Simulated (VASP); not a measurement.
# CoSi (Pm-3m) in VASP: single point with PBE

Aim: the single point of CoSi with PBE.

Program: VASP 6.6.1. These are calculated values, not measurements. Logs are shortened: lines on timing, memory, paths and dates and some standing lists are left out, and cuts for length are marked.

## (1) The cell of the first run

Symmetry: Pm-3m, No. 221, cubic system. The conventional cell has a = 2.781 Å, b = 2.781 Å, c = 2.781 Å, α = 90.00°, β = 90.00°, γ = 90.00°. Within 3.2 Å of Co (site symmetry m-3m) lie 8 Si at 2.41 Å and 6 Co at 2.78 Å. Within 3.2 Å of Si (site symmetry m-3m) lie 8 Co at 2.41 Å and 6 Si at 2.78 Å.

## (2) Single point, PBE, collinear spin, antiferromagnetic start

Input file INCAR:

```
PREC = Accurate
ENCUT = 520
EDIFF = 1E-6
ISMEAR = -1
SIGMA = 0.03
LREAL = F
LASPH = T
NELM = 150
ALGO = Normal
ISIF = 2
LWAVE = F
LCHARG = F
ISPIN = 2
MAGMOM = 0.6 -0.6 0 0
LORBIT = 11
LMAXMIX = 4
GGA = PE
NBANDS = 25
```

Input file KPOINTS:

```
Automatic mesh
0
Gamma
  13 13 7
```

Input file POSCAR:

```
CoSi
1.0
    2.7813340000      0.0000000000      0.0000000000
    0.0000000000      2.7813340000      0.0000000000
    0.0000000000      0.0000000000      5.5626680000
Co Si
2 2
Direct
    0.0000000000      0.0000000000      0.0000000000
    0.0000000000      0.0000000000      0.5000000000
    0.5000000000      0.5000000000      0.2500000000
    0.5000000000      0.5000000000      0.7500000000
```

Potentials or basis: VASP PAW PBE potentials, release 64 (Co, Si).

On the command line:

```
cat potpaw_PBE.64/Co/POTCAR potpaw_PBE.64/Si/POTCAR > POTCAR
mpirun -np 1 vasp_std > vasp.out
```

OUTCAR:

```text
PREC = Accurate
   ENCUT = 520
   EDIFF = 1E-6
   ISMEAR = -1
   LREAL = F
   LASPH = T
   NELM = 150
   ISIF = 2
   ISPIN = 2
   LORBIT = 11
   GGA = PE

 ion  position               nearest neighbor table
   1  0.000  0.000  0.000-   3 2.41   4 2.41   3 2.41   4 2.41   3 2.41   4 2.41   3 2.41   4 2.41
                             2 2.78   2 2.78
   2  0.000  0.000  0.500-   3 2.41   4 2.41   3 2.41   4 2.41   3 2.41   4 2.41   3 2.41   4 2.41
                             1 2.78   1 2.78
   3  0.500  0.500  0.250-   1 2.41   2 2.41   1 2.41   2 2.41   1 2.41   2 2.41   1 2.41   2 2.41
                             4 2.78   4 2.78
   4  0.500  0.500  0.750-   1 2.41   2 2.41   1 2.41   2 2.41   1 2.41   2 2.41   1 2.41   2 2.41
                             3 2.78   3 2.78

  LATTYP: Found a simple tetragonal cell.
 ALAT       =     2.7813340000
 C/A-ratio  =     2.0000000000

  Lattice vectors:

 A1 = (   2.7813340000,   0.0000000000,   0.0000000000)
 A2 = (   0.0000000000,   2.7813340000,   0.0000000000)
 A3 = (   0.0000000000,   0.0000000000,   5.5626680000)

Analysis of symmetry for initial positions (statically):
=====================================================================
 Subroutine PRICEL returns following result:

  LATTYP: Found a simple cubic cell.
 ALAT       =     2.7813340000
[... 12 lines left out ...]
 Subroutine GETGRP returns: Found 16 space group operations
 (whereof 16 operations were pure point group operations)
 out of a pool of 16 trial point group operations.

The static configuration has the point symmetry D_4h.

Analysis of symmetry for dynamics (positions and initial velocities):
=====================================================================
 Subroutine PRICEL returns following result:

  LATTYP: Found a simple cubic cell.
 ALAT       =     2.7813340000
[... 12 lines left out ...]
 Subroutine GETGRP returns: Found 16 space group operations
 (whereof 16 operations were pure point group operations)
 out of a pool of 16 trial point group operations.

The dynamic configuration has the point symmetry D_4h.

Analysis of structural, dynamic, and magnetic symmetry:
=====================================================================
 Subroutine PRICEL returns following result:

  LATTYP: Found a simple cubic cell.
 ALAT       =     2.7813340000
[... 12 lines left out ...]
 Subroutine GETGRP returns: Found 16 space group operations
 (whereof 16 operations were pure point group operations)
 out of a pool of 16 trial point group operations.

The overall configuration has the point symmetry D_4h.

 Subroutine INISYM returns: Found 16 space group operations
 (whereof 16 operations are pure point group operations),
 and found     2 'primitive' translations

----------------------------------------------------------------------------------------

                                     Primitive cell

  volume of cell :      21.5159

  direct lattice vectors                    reciprocal lattice vectors
     2.781334000  0.000000000  0.000000000     0.359539703  0.000000000  0.000000000
     0.000000000  2.781334000  0.000000000     0.000000000  0.359539703  0.000000000
     0.000000000  0.000000000  2.781334000     0.000000000  0.000000000  0.359539703

  length of vectors
     2.781334000  2.781334000  2.781334000     0.359539703  0.359539703  0.359539703

  position of ions in fractional coordinates (direct lattice)
     0.000000000  0.000000000  0.000000000
     0.500000000  0.500000000  0.500000000

  ion indices of the primitive-cell ions
   primitive index   ion index
                 1           1
                 2           3

----------------------------------------------------------------------------------------

 KPOINTS: Automatic mesh

Automatic generation of k-mesh.
 Grid dimensions read from file:
 generate k-points for:   13   13    7

 Generating k-lattice:

  Cartesian coordinates                     Fractional coordinates (reciprocal lattice)
     0.027656900  0.000000000  0.000000000     0.076923077  0.000000000  0.000000000
     0.000000000  0.027656900  0.000000000     0.000000000  0.076923077  0.000000000
     0.000000000  0.000000000  0.025681407     0.000000000  0.000000000  0.142857143

  Length of vectors
     0.027656900  0.027656900  0.025681407

  Shift w.r.t. Gamma in fractional coordinates (k-lattice)
     0.000000000  0.000000000  0.000000000

 Subroutine IBZKPT returns following result:
 ===========================================

 Found    112 irreducible k-points:

 Following reciprocal coordinates:
            Coordinates               Weight
  0.000000  0.000000  0.000000      1.000000
  0.076923  0.000000  0.000000      4.000000
  0.153846  0.000000  0.000000      4.000000
  0.230769  0.000000  0.000000      4.000000
  0.307692  0.000000  0.000000      4.000000
  0.384615  0.000000  0.000000      4.000000
[... 16 lines left out ...]
  0.307692  0.307692  0.000000      4.000000
  0.384615  0.307692  0.000000      8.000000
 [... further k-points ...]
   k-points           NKPTS =    112   k-points in BZ     NKDIM =    112   number of bands    NBANDS=     25
   number of dos      NEDOS =    301   number of ions     NIONS =      4
   total plane-waves  NPLWV =  24192
   dimension x,y,z NGX =    24 NGY =   24 NGZ =   42
   dimension x,y,z NGXF=    48 NGYF=   48 NGZF=   84
   ions per type =               2   2
   NGX,Y,Z   is equivalent  to a cutoff of  14.35, 14.35, 12.55 a.u.
   NGXF,Y,Z  is equivalent  to a cutoff of  28.69, 28.69, 25.10 a.u.
 SYSTEM =  unknown system
   PREC   = accura    normal or accurate (medium, high low for compatibility)
   ISTART =      0    job   : 0-new  1-cont  2-samecut
   ICHARG =      2    charge: 1-file 2-atom 10-const
   ISPIN  =      2    spin polarized calculation?
   LNONCOLLINEAR =      F non collinear calculations
   LSORBIT =      F    spin-orbit coupling
   LASPH  =      T    aspherical Exc in radial PAW
   ENCUT  =  520.0 eV  38.22 Ry    6.18 a.u.   5.17  5.17 10.34*2*pi/ulx,y,z
   NELM   =    150;   NELMIN=  2; NELMDL= -5     # of ELM steps
   EDIFF  = 0.1E-05   stopping-criterion for ELM
   LREAL  =      F    real-space projection
   EDIFFG = 0.1E-04   stopping-criterion for IOM
   NSW    =      0    number of steps for IOM
   IBRION =     -1    ionic relax: 0-MD 1-quasi-New 2-CG
   NFREE  =      0    steps in history (QN), initial steepest desc. (CG)
   ISIF   =      2    stress and relaxation
   ISYM   =      2    0-nonsym 1-usesym 2-fastsym
   POTIM  = 0.5000    time-step for ionic-motion
   TEBEG  =    0.0;   TEEND  =   0.0 temperature during run
   PSTRESS=    0.0 pullay stress
   NELECT =      26.0000    total number of electrons
   NUPDOWN=      -1.0000    fix difference up-down
   EMIN   =  10.00;   EMAX   =-10.00  energy-range for DOS
   EFERMI =   0.00;   METHOD = LEGACY
   ISMEAR =    -1;   SIGMA  =   0.03  broadening in eV -4-tet -1-fermi 0-gaus
   EFERMI_NEDOS =   21; number of points for ismear=-14 and -15
   IALGO  =     38    algorithm
   IMIX   =      4    mixing-type and parameters
     AMIX     =   0.40;   BMIX     =  1.00
     AMIX_MAG =   1.60;   BMIX_MAG =  1.00
  volume/ion in A,a.u.               =      10.76        72.60
  Fermi-wavevector in a.u.,A,eV,Ry     =   1.384000  2.615381 26.061367  1.915456
  Thomas-Fermi vector in A             =   2.508545
   LORBIT       =     11    0 simple, 1 ext, 2 COOP (PROOUT), +10 PAW based schemes
   GGA     = PE    functional components
   LHFCALC =     F    Hartree Fock is set to
   AEXX    =    0.0000 exact exchange contribution
   IVDW    =     0    specifies the selected vdW correction
   LEPSILON=     F    determine dielectric tensor
   LRPA    =     F    only Hartree local field effects (RPA)
 spin polarized calculation
  energy-cutoff  :      520.00
  volume of cell :       43.03
 maximum number of plane-waves:      1181
 NGX is ok and might be reduce to    24
   NGX = 11   NGY = 11   NGZ = 21

 number of electron      25.9999995 magnetization      -0.0000000

 number of electron      25.9999995 magnetization       0.0000000

 Free energy of the ion-electron system (eV)
  ---------------------------------------------------
  ext. energy  EPLUGINS =         0.00000000
  ---------------------------------------------------
  free energy    TOTEN  =       -26.53011114 eV

  energy without entropy =      -26.51738497  energy(sigma->0) =      -26.52374805

 E-fermi :  12.7327     XC(G=0): -12.9415

 val. band max:       12.7314501803   @ k =   0.2308   0.0769   0.2857
 cond. band min:      12.7376890818   @ k =   0.3077   0.0769   0.1429
 fundamental gap:      0.0062389015
 Fermi energy:        12.7327069195

 spin component 1

 k-point     1 :       0.0000    0.0000    0.0000
  band No.  band energies     occupation
      1      -1.4154      1.00000
      2       2.4519      1.00000
      3       4.0366      1.00000
      4       9.0299      1.00000
      5       9.0556      1.00000
      6       9.8582      1.00000
[... 661 lines left out ...]
     24      25.6393      0.00000
     25      25.7103      0.00000

 [... further k-points ...]

 spin component 2

 k-point     1 :       0.0000    0.0000    0.0000
  band No.  band energies     occupation
      1      -1.4154      1.00000
      2       2.4519      1.00000
      3       4.0366      1.00000
      4       9.0299      1.00000
      5       9.0556      1.00000
      6       9.8582      1.00000
[... 661 lines left out ...]
     24      25.6393      0.00000
     25      25.7103      0.00000

 [... further k-points ...]

------------------------ aborting loop because EDIFF is reached ----------------------------------------

  FORCE on cell =-STRESS in cart. coord.  units (eV):
  Direction    XX          YY          ZZ          XY          YZ          ZX
  --------------------------------------------------------------------------------------
  -------------------------------------------------------------------------------------
  Total       -0.2614949     -0.2614949     -0.0592111      0.0000000      0.0000000      0.0000000
  in kB       -9.7360867     -9.7360867     -2.2045718      0.0000000      0.0000000      0.0000000
  external PRESSURE =      -7.2255817 kB  Pullay stress =       0.0000000 kB

 VOLUME and BASIS-vectors are now :
 -----------------------------------------------------------------------------
  energy-cutoff  :      520.00
  volume of cell :       43.03
      direct lattice vectors                 reciprocal lattice vectors
     2.781334000  0.000000000  0.000000000     0.359539703  0.000000000  0.000000000
     0.000000000  2.781334000  0.000000000     0.000000000  0.359539703  0.000000000
     0.000000000  0.000000000  5.562668000     0.000000000  0.000000000  0.179769851

 POSITION                                       TOTAL-FORCE (eV/Angst)
 -----------------------------------------------------------------------------------
      0.00000      0.00000      0.00000         0.000000      0.000000      0.000000
      0.00000      0.00000      2.78133         0.000000      0.000000     -0.000000
      1.39067      1.39067      1.39067        -0.000000     -0.000000      0.000000
      1.39067      1.39067      4.17200        -0.000000     -0.000000      0.000000
 -----------------------------------------------------------------------------------
    total drift:                                0.000000      0.000000      0.000000

  FREE ENERGIE OF THE ION-ELECTRON SYSTEM (eV)
  ---------------------------------------------------
  free  energy   TOTEN  =       -26.5301111356 eV

  energy  without entropy=      -26.5173849691  energy(sigma->0) =      -26.52374805

 total charge

# of ion       s       p       d       tot
------------------------------------------
    1        0.439   0.582   7.596   8.617
    2        0.439   0.582   7.596   8.617
    3        0.707   0.862   0.000   1.569
    4        0.707   0.862   0.000   1.569
--------------------------------------------------
tot          2.292   2.888  15.191  20.371

 magnetization (x)

# of ion       s       p       d       tot
------------------------------------------
    1        0.002   0.001   0.185   0.188
    2       -0.002  -0.001  -0.185  -0.188
    3        0.000   0.000   0.000   0.000
    4        0.000   0.000   0.000   0.000
--------------------------------------------------
tot          0.000   0.000   0.000   0.000
```

It took 4 min on 1 thread of Oxide Virtual Turin-like, shared host; peak memory 0.27 GiB.

Results:

```yaml
Free_energy: -26.5301 eV
Pressure: -0.7 GPa
Band_gap_on_the_k_mesh: zero (filled and empty bands overlap)
Net_moment: 0.00 μB per cell
Site_moments: Co +0.19, -0.19; Si +0.00 μB
Valence_electrons_inside_the_program's_atomic_spheres: Co 8.62; Si 1.57
```

Levels at points of the mesh, in eV from the Fermi level:
Spin up:
```tsv
k point	band 11	band 12	band 13	band 14	band 15	band 16
(0.00, 0.00, 0.00)	-1.21	-1.04	-0.15	3.09	3.09	3.09
```
Spin down:
```tsv
k point	band 11	band 12	band 13	band 14	band 15	band 16
(0.00, 0.00, 0.00)	-1.21	-1.04	-0.15	3.09	3.09	3.09
```
